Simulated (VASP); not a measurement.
CoO:

```
CELL_PARAMETERS angstrom
-1.50800 1.50800 2.10725
1.50800 -1.50800 2.10725
1.50800 1.50800 -2.10725
ATOMIC_POSITIONS crystal
Co 0.00000 0.00000 0.00000
O 0.50000 0.50000 0.00000
```

Base run:

* Program: VASP 6.6.1
* Functional: PBEsol
* Potentials or basis: VASP PAW PBE potentials, release 64 (Co, O)
* Cutoff: 520 eV
* k mesh: 10 × 10 × 10
* Occupations: gaussian, width 0.01 eV
* Spin: collinear spin, ferromagnetic start
* Starting moments: [2.74, 0.38] μB

Its results: pressure -9.8 GPa; net moment 2.93 μB per cell; site moments Co +2.56; O +0.32 μB.

Question: The run is repeated on the same cell with these changes: occupations from gaussian, width 0.01 eV to gaussian, width 0.4 eV. What comes out?

Answer: Pressure -9.9 GPa; net moment 2.79 μB per cell; site moments Co +2.46; O +0.27 μB.

Caveats: the PAW data sets were made with another functional, which shifts forces and pressure a little; a cell with one magnetic atom can't hold antiferromagnetic order, which such compounds often take.
